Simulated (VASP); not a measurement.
# Al32C (a cell with a defect) in VASP: single point with LDA

Aim: the single point of Al32C (a cell with a defect) with LDA.

Program: VASP 6.6.1. These are calculated values, not measurements. Logs are shortened: lines on timing, memory, paths and dates and some standing lists are left out, and cuts for length are marked.

### 1 The cell of the first run

The cell holds a defect, 33 atoms: a = 8.100 Å, b = 8.100 Å, c = 8.100 Å, α = 90.00°, β = 90.00°, γ = 90.00°.

### 2 Single point, LDA

File INCAR:

```
PREC = Accurate
ENCUT = 520
EDIFF = 1E-7
ISMEAR = 0
SIGMA = 0.15
LREAL = Auto
LASPH = True
NELM = 60
ALGO = Normal
ISIF = 2
LWAVE = False
LCHARG = False
GGA = CA
NBANDS = 72
```

File KPOINTS:

```
regular mesh
0
Gamma
  2 2 2
```

File POSCAR:

```
Al32C
1.0
    8.1000000000      0.0000000000      0.0000000000
    0.0000000000      8.1000000000      0.0000000000
    0.0000000000      0.0000000000      8.1000000000
Al C
32 1
Direct
    0.4962143416     -0.0037096733     -0.0020894870
    0.7534560731      0.2535392179     -0.0020925391
    0.7637845146     -0.0140393366      0.2360163938
    0.0042540980      0.0008535446     -0.0044279747
    0.2454678872      0.2489713198     -0.0044091256
    0.5007697851      0.5042960938     -0.0044001633
    0.7488863533      0.7455220186     -0.0044295194
    0.2477549536     -0.0037045540      0.2463455777
    0.4859233912      0.2637933536      0.2360831724
    0.7534545253      0.5019590989      0.2463395378
    0.4859603283     -0.0139348899      0.5138017976
    0.7638654024      0.2639434883      0.5139922655
    0.7534557662     -0.0037089065      0.7520223086
    0.0023178146      0.5023930779     -0.0025034935
    0.2473867217      0.7474559032     -0.0024990937
    0.0018702851      0.2535416569      0.2463365718
    0.2454722233      0.5043023989      0.2509072854
    0.4962163997      0.7478488297      0.2463427647
    0.0018725300     -0.0037145409      0.5035971031
    0.2477455205      0.2535385154      0.5035895412
    0.4962124112      0.5019624760      0.5035961381
    0.7534571040      0.7478415250      0.5035906318
    0.2454910164      0.0008565207      0.7543304069
    0.4962146947      0.2535414127      0.7520230200
    0.7488846880      0.5043482948      0.7543949711
    0.0042541090      0.7455246577      0.2509067382
    0.0042800383      0.5043497385      0.4990189649
    0.2454840114      0.7455585237      0.4990237101
    0.0042786497      0.2489673161      0.7543947987
    0.2473806844      0.5023925540      0.7524396330
    0.5007730266      0.7455716614      0.7543234853
    0.0023184289      0.7474494708      0.7524410686
    0.6250328524      0.1250111221      0.3749995001
```

Potentials or basis: VASP PAW LDA potentials, release 64 (Al, C).

Launch:

```console
cat potpaw_LDA.64/Al/POTCAR potpaw_LDA.64/C/POTCAR > POTCAR
mpirun -np 1 vasp_std > vasp.out
```

OUTCAR:

```text
PREC = Accurate
   ENCUT = 520
   EDIFF = 1E-7
   ISMEAR = 0
   LREAL = Auto
   LASPH = True
   NELM = 60
   ISIF = 2
   GGA = CA

 ion  position               nearest neighbor table
   1  0.496  0.996  0.998-  23 2.83  31 2.83  18 2.85   8 2.85  15 2.85  13 2.88  24 2.88   5 2.88
                             7 2.88   9 2.90   3 2.90   2 2.95
   2  0.753  0.254  0.998-  25 2.83  29 2.83  16 2.85  10 2.85  14 2.85  24 2.88  13 2.88   6 2.88
                             4 2.88   3 2.90   9 2.90   1 2.95
   3  0.764  0.986  0.236-  33 1.95   7 2.76  26 2.76   4 2.76  16 2.90  19 2.90   1 2.90  18 2.90
                             2 2.90  22 2.90  11 3.18   9 3.18  12 3.18
   4  0.004  0.001  0.996-   3 2.76  23 2.76  29 2.80   5 2.80   8 2.83  13 2.83  15 2.84  32 2.84
                            16 2.88   2 2.88  26 2.92   7 2.93
   5  0.245  0.249  0.996-   9 2.76  29 2.76   4 2.80  23 2.80  24 2.83  16 2.83  14 2.84  30 2.84
                             1 2.88   8 2.88   6 2.92  17 2.92
   6  0.501  0.504  0.996-   9 2.76  31 2.76  25 2.80   7 2.80  18 2.83  24 2.83  15 2.84  30 2.84
                            10 2.88   2 2.88  17 2.92   5 2.92
   7  0.749  0.746  0.996-   3 2.76  25 2.76   6 2.80  31 2.80  13 2.83  10 2.83  14 2.84  32 2.84
                             1 2.88  18 2.88   4 2.93  26 2.93
   8  0.248  0.996  0.246-  26 2.83   4 2.83   1 2.85  18 2.85  15 2.85  16 2.88  19 2.88  28 2.88
                             5 2.88  11 2.90   9 2.90  20 2.95
   9  0.486  0.264  0.236-  33 1.95   5 2.76  17 2.76   6 2.76   8 2.90   1 2.90  20 2.90  21 2.90
[... 32 lines left out ...]
                            21 2.88  24 2.88  27 2.93  29 2.93
  26  0.004  0.746  0.251-   3 2.76  17 2.76  27 2.80  28 2.80   8 2.83  10 2.83  15 2.84  14 2.84
                            19 2.88  22 2.88   4 2.92   7 2.93
  27  0.004  0.504  0.499-  12 2.76  28 2.76  26 2.80  17 2.80  20 2.83  22 2.83  30 2.84  32 2.84
                            16 2.88  10 2.88  29 2.93  25 2.93
  28  0.245  0.746  0.499-  11 2.76  27 2.76  26 2.80  17 2.80  21 2.83  19 2.83  30 2.84  32 2.84
                            18 2.88   8 2.88  31 2.92  23 2.92
  29  0.004  0.249  0.754-  12 2.76   5 2.76   4 2.80  23 2.80  20 2.83   2 2.83  30 2.84  14 2.84
                            19 2.88  13 2.88  27 2.93  25 2.93
  30  0.247  0.502  0.752-  32 2.81  14 2.81  15 2.81  27 2.84  29 2.84   6 2.84  31 2.84   5 2.84
                            28 2.84  21 2.85  24 2.85  20 2.85
  31  0.501  0.746  0.754-  11 2.76   6 2.76  25 2.80   7 2.80   1 2.83  21 2.83  15 2.84  30 2.84
                            13 2.88  22 2.88  23 2.92  28 2.92
  32  0.002  0.747  0.752-  14 2.81  30 2.81  15 2.81  27 2.84   4 2.84  25 2.84   7 2.84  23 2.84
                            28 2.84  19 2.85  13 2.85  22 2.85
  33  0.625  0.125  0.375-  12 1.95   3 1.95   9 1.95  11 1.95

  LATTYP: Found a simple cubic cell.
 ALAT       =     8.1000000000

  Lattice vectors:

 A1 = (   8.1000000000,   0.0000000000,   0.0000000000)
 A2 = (   0.0000000000,   8.1000000000,   0.0000000000)
 A3 = (   0.0000000000,   0.0000000000,   8.1000000000)

Analysis of symmetry for initial positions (statically):
=====================================================================
[... 186 lines left out ...]
   IALGO  =     38    algorithm
   IMIX   =      4    mixing-type and parameters
     AMIX     =   0.40;   BMIX     =  1.00
     AMIX_MAG =   1.60;   BMIX_MAG =  1.00
  volume/ion in A,a.u.               =      16.10       108.68
  Fermi-wavevector in a.u.,A,eV,Ry     =   0.938116  1.772782 11.973962  0.880061
  Thomas-Fermi vector in A             =   2.065295
   LORBIT       =      0    0 simple, 1 ext, 2 COOP (PROOUT), +10 PAW based schemes
   GGA     = CA    functional components
   LHFCALC =     F    Hartree Fock is set to
   AEXX    =    0.0000 exact exchange contribution
   IVDW    =     0    specifies the selected vdW correction
   LEPSILON=     F    determine dielectric tensor
   LRPA    =     F    only Hartree local field effects (RPA)
 non-spin polarized calculation
 Gauss-broadening in eV      SIGMA  =   0.15
  energy-cutoff  :      520.00
  volume of cell :      531.44
 maximum number of plane-waves:     14400
   NGX = 31   NGY = 31   NGZ = 31

 number of electron     100.0000002 magnetization

 Free energy of the ion-electron system (eV)
  ---------------------------------------------------
  ext. energy  EPLUGINS =         0.00000000
  ---------------------------------------------------
  free energy    TOTEN  =      -142.60911529 eV

  energy without entropy =     -142.46944448  energy(sigma->0) =     -142.53927988

 E-fermi :   7.4765     XC(G=0): -10.3879

 val. band max:        7.4192041817   @ k =   0.0000   0.0000   0.5000
 cond. band min:       7.5828440082   @ k =   0.0000   0.5000   0.5000
 fundamental gap:      0.1636398265
 Fermi energy:         7.4764811117

 k-point     1 :       0.0000    0.0000    0.0000
  band No.  band energies     occupation
      1      -4.2853      2.00000
      2      -2.8705      2.00000
      3      -1.1138      2.00000
      4      -1.1136      2.00000
      5      -1.1135      2.00000
      6      -1.0796      2.00000
[... 509 lines left out ...]
     61      11.0895      0.00000
     62      11.0897      0.00000
 [bands above 62 left out]

------------------------ aborting loop because EDIFF is reached ----------------------------------------

  FORCE on cell =-STRESS in cart. coord.  units (eV):
  Direction    XX          YY          ZZ          XY          YZ          ZX
  --------------------------------------------------------------------------------------
  -------------------------------------------------------------------------------------
  Total       -7.1713274     -7.1701229     -7.1685949     -0.0000699      0.0029885      0.0000336
  in kB      -21.6199694    -21.6163382    -21.6117316     -0.0002107      0.0090095      0.0001012
  external PRESSURE =     -21.6160130 kB  Pullay stress =       0.0000000 kB

 VOLUME and BASIS-vectors are now :
 -----------------------------------------------------------------------------
  energy-cutoff  :      520.00
  volume of cell :      531.44
      direct lattice vectors                 reciprocal lattice vectors
     8.100000000  0.000000000  0.000000000     0.123456790  0.000000000  0.000000000
     0.000000000  8.100000000  0.000000000     0.000000000  0.123456790  0.000000000
     0.000000000  0.000000000  8.100000000     0.000000000  0.000000000  0.123456790

 POSITION                                       TOTAL-FORCE (eV/Angst)
 -----------------------------------------------------------------------------------
      4.01934      8.06995      8.08308         0.000155      0.000156      0.003421
      6.10299      2.05367      8.08305         0.000122      0.000191      0.003865
      6.18665      7.98628      1.91173         0.019584     -0.020947     -0.020155
      0.03446      0.00691      8.06413        -0.001343     -0.001972      0.000270
      1.98829      2.01667      8.06429         0.001286      0.002108      0.001653
      4.05624      4.08480      8.06436        -0.001955     -0.000692      0.000292
[... 25 lines left out ...]
      0.01878      6.05434      6.09477        -0.001342      0.002173     -0.001935
      5.06277      1.01259      3.03750        -0.000764     -0.000557     -0.000171
 -----------------------------------------------------------------------------------
    total drift:                               -0.007229     -0.000310     -0.000402

  FREE ENERGIE OF THE ION-ELECTRON SYSTEM (eV)
  ---------------------------------------------------
  free  energy   TOTEN  =      -142.6091152864 eV

  energy  without entropy=     -142.4694444755  energy(sigma->0) =     -142.53927988
```

OSZICAR:

```text
N       E                     dE             d eps       ncg     rms          rms(c)
DAV:   1     0.138261202093E+03    0.13826E+03   -0.35525E+04  1152   0.112E+03
DAV:   2    -0.127734092782E+03   -0.26600E+03   -0.24954E+03  1360   0.151E+02
DAV:   3    -0.146682636284E+03   -0.18949E+02   -0.18244E+02  1400   0.327E+01
DAV:   4    -0.147134518051E+03   -0.45188E+00   -0.44919E+00  1384   0.538E+00
DAV:   5    -0.147139477042E+03   -0.49590E-02   -0.49571E-02  1352   0.642E-01    0.122E+01
DAV:   6    -0.142713008481E+03    0.44265E+01   -0.13848E+01  1584   0.113E+01    0.549E+00
DAV:   7    -0.142804932143E+03   -0.91924E-01   -0.65272E+00  1216   0.606E+00    0.373E+00
DAV:   8    -0.142689235132E+03    0.11570E+00   -0.84014E-01  1288   0.216E+00    0.186E+00
DAV:   9    -0.142610847452E+03    0.78388E-01   -0.58119E-02  1304   0.852E-01    0.493E-01
DAV:  10    -0.142609659736E+03    0.11877E-02   -0.16332E-02  1288   0.332E-01    0.316E-01
DAV:  11    -0.142609270519E+03    0.38922E-03   -0.12652E-03  1504   0.115E-01    0.690E-02
DAV:  12    -0.142609123422E+03    0.14710E-03   -0.43951E-04  1456   0.765E-02    0.297E-02
DAV:  13    -0.142609112872E+03    0.10549E-04   -0.68165E-05  1328   0.293E-02    0.106E-02
DAV:  14    -0.142609115928E+03   -0.30551E-05   -0.35024E-05  1328   0.133E-02    0.814E-03
DAV:  15    -0.142609115321E+03    0.60623E-06   -0.33876E-06  1400   0.428E-03    0.460E-03
DAV:  16    -0.142609115286E+03    0.34929E-07   -0.38869E-07  1136   0.175E-03
   1 F= -.14260912E+03 E0= -.14253928E+03  d E =-.139671E+00
```

It took 23 min on 1 thread of AMD EPYC, shared host; peak memory 0.45 GiB.

Results:

* Free energy: -142.6091 eV
* Pressure: -2.2 GPa
* Largest force: 0.036 eV/Å
* Band gap on the k mesh: zero (bands 50 and 51 overlap by 0.85 eV)

Forces in eV/Å, atoms in the order of the input:
```
Al   0.000  0.000  0.003
Al   0.000  0.000  0.004
Al   0.020 -0.021 -0.020
Al  -0.001 -0.002  0.000
Al   0.001  0.002  0.002
Al  -0.002 -0.001  0.000
Al   0.002  0.002  0.002
Al   0.005  0.000  0.000
Al  -0.021  0.020 -0.020
Al   0.000 -0.003  0.000
Al  -0.021 -0.020  0.020
Al   0.019  0.019  0.020
Al   0.000  0.000 -0.004
Al  -0.001 -0.002  0.002
Al   0.002  0.002  0.002
Al  -0.002  0.000  0.000
Al   0.000 -0.002 -0.002
Al   0.000  0.004  0.000
Al  -0.002  0.000  0.000
Al   0.005  0.000  0.000
Al   0.000 -0.002  0.000
Al   0.000  0.004  0.000
Al   0.000 -0.002 -0.001
Al   0.000  0.001 -0.003
Al   0.002 -0.002 -0.001
Al  -0.002  0.000 -0.002
Al  -0.002 -0.001  0.001
Al   0.001  0.001  0.002
Al  -0.002  0.002 -0.001
Al   0.002 -0.001 -0.002
Al  -0.002  0.000 -0.001
Al  -0.001  0.002 -0.002
C   -0.001 -0.001  0.000
```

Caveat: the k points lie up to 0.39 Å⁻¹ apart, too coarse for converged energies and pressures of a metal.

The gap in the log of VASP goes by the Fermi energy; the results here count the filled bands.